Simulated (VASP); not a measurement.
Write the native input for VASP 6.6.1 that does the following.

- Task: single point
- Functional: r2SCAN0
- Potentials or basis: VASP PAW PBE potentials, release 64 (V_sv)
- Cutoff: 520 eV
- k mesh: 5 × 5 × 5
- Occupations: fermi-dirac, width 0.1 eV
- Spin: no spin polarisation
- Dipole correction: no
- Grid for exact exchange (PRECFOCK): Normal
- Further INCAR settings: ALGO = Normal; EDIFF = 1e-06; NBANDS = 20
- Share of exact exchange: 0.25

V:

```
V
1.0
     0.00000    2.61828    2.61828
     2.61828    0.00000    2.61828
     2.61828    2.61828    0.00000
V
2
Direct
  0.12500 0.12500 0.12500
  0.87500 0.87500 0.87500
```

This isn't the form of V at room conditions, which is bcc.

One way to write it, as run:

POSCAR

```
V
1.0
    0.0000000000      2.6182834940      2.6182834940
    2.6182834940      0.0000000000      2.6182834940
    2.6182834940      2.6182834940      0.0000000000
V
2
Direct
    0.1250000000      0.1250000000      0.1250000000
    0.8750000000      0.8750000000      0.8750000000
```

INCAR.step1

```
PREC = Accurate
ENCUT = 520
EDIFF = 1E-5
ISMEAR = -1
SIGMA = 0.1
LREAL = F
LASPH = T
NELM = 100
ALGO = Normal
ISIF = 2
LWAVE = T
GGA = PE
NBANDS = 20
```

INCAR.step2

```
PREC = Accurate
ENCUT = 520
EDIFF = 1E-6
ISMEAR = -1
SIGMA = 0.1
LREAL = F
LASPH = T
NELM = 100
ALGO = Normal
ISIF = 2
LWAVE = F
LCHARG = T
METAGGA = R2SCAN
LHFCALC = T
AEXX = 0.25
LMIXTAU = T
PRECFOCK = Normal
LELF = T
LVHAR = T
ISTART = 1
NBANDS = 20
```

KPOINTS

```
regular mesh
0
Gamma
  5 5 5
```

Potentials or basis: VASP PAW PBE potentials, release 64 (V_sv).

The run is started by

```bash
$ cat potpaw_PBE.64/V_sv/POTCAR > POTCAR
$ cp INCAR.step1 INCAR
$ mpirun -np 1 vasp_std > vasp.out
$ cp INCAR.step2 INCAR
$ mpirun -np 1 vasp_std > vasp.out
```

It gave:

| Item | Value |
| --- | --- |
| Pressure | -0.3 GPa |
| Band gap on the k mesh | zero (bands 13 and 14 overlap by 1.82 eV) |

Caveat: the k points lie up to 0.42 Å⁻¹ apart, too coarse for converged energies and pressures of a metal; the PAW data sets were made with another functional, which shifts forces and pressure a little.

Wall time 72 min on 1 thread of Intel(R) Xeon(R) Platinum 8259CL CPU @ 2.50GHz (Skylake/Cascade Lake) (shared host), peak memory 0.18 GiB.
